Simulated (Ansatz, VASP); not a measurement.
**HfO2: VASP beside Ansatz**

Contents of INCAR:

```
PREC = Accurate
ENCUT = 520
EDIFF = 1E-6
ISMEAR = -1
SIGMA = 0.01
LREAL = F
LASPH = T
NELM = 60
ALGO = Normal
ISIF = 2
LWAVE = F
LCHARG = F
GGA = PE
NBANDS = 18
```

File KPOINTS:

```
regular mesh
0
Gamma
  9 9 9
```

The input POSCAR:

```
HfO2
1.0
    0.0511500000      2.5830750000      2.5830750000
    2.5830750000      0.0511500000      2.5830750000
    2.5830750000      2.5830750000      0.0511500000
Hf O
1 2
Direct
    0.0000000000      0.0000000000      0.0000000000
    0.2500000000      0.2500000000      0.2500000000
    0.7500000000      0.7500000000      0.7500000000
```

Input for Ansatz:

```yaml
crystal:
  lattice:
    - [0.05115, 2.583075, 2.583075]
    - [2.583075, 0.05115, 2.583075]
    - [2.583075, 2.583075, 0.05115]
  atoms:
    - { symbol: Hf, position: [0.0, 0.0, 0.0] }
    - { symbol: O, position: [0.25, 0.25, 0.25] }
    - { symbol: O, position: [0.75, 0.75, 0.75] }
kpoints:
  mp_grid: { grid: [9, 9, 9] }
  band_path:
    path:
      - [0.0, 0.0, 0.0]
      - [0.5, 0.5, 0.5]
      - [0.2451701269, 0.5, 0.7548298731]
      - [-0.2451701269, 0.2451701269, 0.5]
      - [0.0, 0.0, 0.5]
      - [0.0, 0.0, 0.0]
      - [-0.3725850634, 0.0, 0.3725850634]
      - [0.0, 0.3725850634, 0.6274149366]
      - [0.0, 0.5, 0.5]
    npoints: 5
scf:
  occupations: { method: fermi_dirac, width: 0.01 }
hamiltonian:
  xc: pbe
  pseudopotentials: { kind: all_electron, lapw: { basis_error: 0.001 } }
output:
  forces: true
  stress: true
  eigenvalues: true
```

Change from the starting cell: equal xy, yz and zx shear strains of +2 %.

Alike in both runs: task single point; functional PBE; k mesh 9 × 9 × 9; occupations fermi-dirac, width 0.01 eV; no spin polarisation.

|  | VASP | Ansatz |
| --- | --- | --- |
| version | VASP 6.6.1 | Ansatz 0.2.0 |
| potentials or method | VASP PAW PBE potentials, release 64 (Hf_pv, O), cutoff 520 eV | all-electron LAPW, scalar-relativistic |

Ansatz gave:

```
gap on the k mesh at the Fermi level (eV)                     : 3.83
pressure (GPa)                                                : -2.1
traceless stress, the component that is largest in VASP (GPa) : -1.49
rms of the force components (eV/Å)                            : 0.088
```

**Question.** Estimate VASP's values.

**Answer.** gap on the k mesh at the Fermi level (eV): 3.84; pressure (GPa): -5.7; traceless stress, the component that is largest in VASP (GPa): -1.40; rms of the force components (eV/Å): 0.078.

Atom by atom the forces differ by 0.010 eV/Å (rms over components). Ansatz ran all-electron here, and VASP with PAW potentials.

Neither program's run includes spin-orbit coupling.
